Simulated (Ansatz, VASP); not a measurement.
# One calculation of W, two programs

Contents of INCAR:

```
PREC     = Accurate       # precision mode
ENCUT    = 520            # plane-wave cutoff, eV
EDIFF    = 1E-8           # SCF threshold, eV
ISMEAR   = -1             # smearing method
SIGMA    = 0.05           # smearing width, eV
LREAL    = False          # projectors in reciprocal space
LASPH    = True           # aspherical terms in the spheres
NELM     = 100            # most SCF steps
ALGO     = Normal         # electronic algorithm
ISIF     = 2              # what is computed and relaxed
LWAVE    = False          # write WAVECAR
LCHARG   = False          # write CHGCAR
GGA      = PE             # functional
LEFG     = True         
NBANDS   = 13             # bands
```

The input KPOINTS:

```
Automatic mesh
0
Gamma
  14 14 14
```

POSCAR

```
W
1.0
    0.0000000000      2.0300000000      2.0909000000
    2.0300000000      0.0000000000      2.0909000000
    2.0300000000      2.0300000000      0.0000000000
W
1
Direct
    0.0000000000      0.0000000000      0.0000000000
```

Input for Ansatz:

```yaml
crystal:
  lattice:
    - [0.0, 2.03, 2.0909]
    - [2.03, 0.0, 2.0909]
    - [2.03, 2.03, 0.0]
  atoms:
    - { symbol: W, position: [0.0, 0.0, 0.0] }
kpoints:
  mp_grid: { grid: [14, 14, 14] }
scf:
  occupations: { method: fermi_dirac, width: 0.05 }
hamiltonian:
  xc: pbe
  pseudopotentials: { kind: paw }
output:
  forces: true
  stress: true
  eigenvalues: true
  efg: { contact_densities: true }
```

Change from the starting cell: zz strain of +3 %, PAW files.

Alike in both runs: task electric field gradients; functional PBE; k mesh 14 × 14 × 14; occupations fermi-dirac, width 0.05 eV; no spin polarisation.

|  | VASP | Ansatz |
| --- | --- | --- |
| version | VASP 6.6.1 | Ansatz 0.2.0 |
| potentials or method | VASP PAW PBE potentials, release 64 (W_sv) | PAW with Ansatz's default frozen-core files, scalar-relativistic |
| plane-wave cutoff (eV) | 520 | 420 |
| valence electrons in the cell | 14 | 14 |

|  | VASP | Ansatz | Ansatz less VASP |
| --- | --- | --- | --- |
| pressure (GPa) | -11.7 | -12.0 | -0.34 |
| traceless stress, the component that is largest in VASP (GPa) | 5.13 | 5.09 | -0.038 |
| size of Vzz on the site where it differs most (V/Å²) | 15.6 | 12.6 | -3.01 |

Spin-orbit coupling is off throughout.
